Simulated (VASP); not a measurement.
The system is ZrReH.

```
Zr H Re
1.0
     3.43639    0.00000    0.00000
     0.00000    3.43639    0.00000
     0.00000    0.00000    6.64322
Zr H Re
2 2 2
Direct
  0.00000 0.50000 0.20000
  0.50000 0.00000 0.80000
  0.00000 0.00000 0.00000
  0.50000 0.50000 0.00000
  0.00000 0.50000 0.70000
  0.50000 0.00000 0.30000
```

- Program: VASP 6.6.1
- Task: relaxation of cell and atoms
- Functional: r2SCAN
- Potentials or basis: VASP PAW PBE potentials, release 64 (Zr_sv, H, Re)
- Cutoff: 600 eV
- k mesh: 5 × 5 × 3
- Occupations: fermi-dirac, width 0.1 eV
- Spin: no spin polarisation

At the start: pressure 19.5 GPa; volume 13.07 Å³/atom.

Where does the relaxation end?

Over 36 steps the energy falls by 1185.8 meV/atom and the volume is 13.19 Å³/atom (+0.9 %); space group P4/nmm (No. 129, to 0.05 Å).

Step by step:
```
step  energy change (eV)  largest force (eV/Å)  pressure (GPa)  volume (Å³)
   1              0.0000                3.6565           19.53        78.45
   2             -1.0372                0.6441          -23.20        97.16
   3             -1.6609                1.6631          -11.66        89.03
   4             -2.6311                1.6547           -3.42        80.98
   5             -2.7669                1.7721            4.85        76.74
   6             -3.3350                1.9598            2.16        77.36
   7             -3.7420                2.9370           10.30        79.12
   8             -3.9666                1.0368            2.69        78.14
   9             -4.0837                1.2000            5.24        78.63
  10             -4.2975                1.3034            1.96        80.72
  11             -4.3037                1.4333            1.39        81.34
  12             -4.4978                0.7913           -1.57        81.61
  13             -4.7851                0.5834           -6.71        82.10
  14             -5.3359                1.1993          -12.78        82.72
  15             -5.4949                1.4499          -11.03        81.70
  16             -5.7426                2.1003           -5.52        79.12
  17             -5.3789                4.4457           12.26        73.75
  18             -5.7632                2.4865           -2.74        78.05
  19             -5.8870                2.2610           -1.49        77.61
  20             -6.1875                1.5213            3.03        76.29
  21             -6.3545                0.8661           15.65        73.65
  22             -6.3843                0.5552           11.25        74.46
  23             -6.5229                0.4539            8.85        75.42
  24             -6.7904                0.8617            2.65        78.30
  25             -6.5628                3.0172           -4.89        83.97
  26             -6.8291                1.4728           -0.15        80.06
  27             -6.9581                1.0429           -1.94        80.51
  28             -7.0731                0.2329           -4.89        81.30
  29             -7.1117                0.2239           -0.22        79.40
  30             -7.1121                0.2224            0.32        79.19
  31             -7.1141                0.0939            0.09        79.20
  32             -7.1145                0.0305           -0.09        79.20
  33             -7.1145                0.0330           -0.09        79.20
  34             -7.1147                0.0231            0.00        79.16
  35             -7.1147                0.0084            0.17        79.09
  36             -7.1148                0.0086           -0.08        79.17
```

Final structure:
```xyz
6
Lattice="3.1391 0.0000 0.0000 0.0000 3.1391 0.0000 0.0000 0.0000 8.0344" Properties=species:S:1:pos:R:3 pbc="T T T"
Zr    0.0000    1.5695    1.3946
Zr    1.5695    0.0000    6.6398
H     3.1391    0.0000    0.0000
H     1.5695    1.5695    0.0000
Re    0.0000    1.5695    4.7062
Re    1.5695    0.0000    3.3282
```

Caveat: the k points lie up to 0.40 Å⁻¹ apart in the final cell; the PAW data sets were made with another functional, which shifts forces and pressure a little.
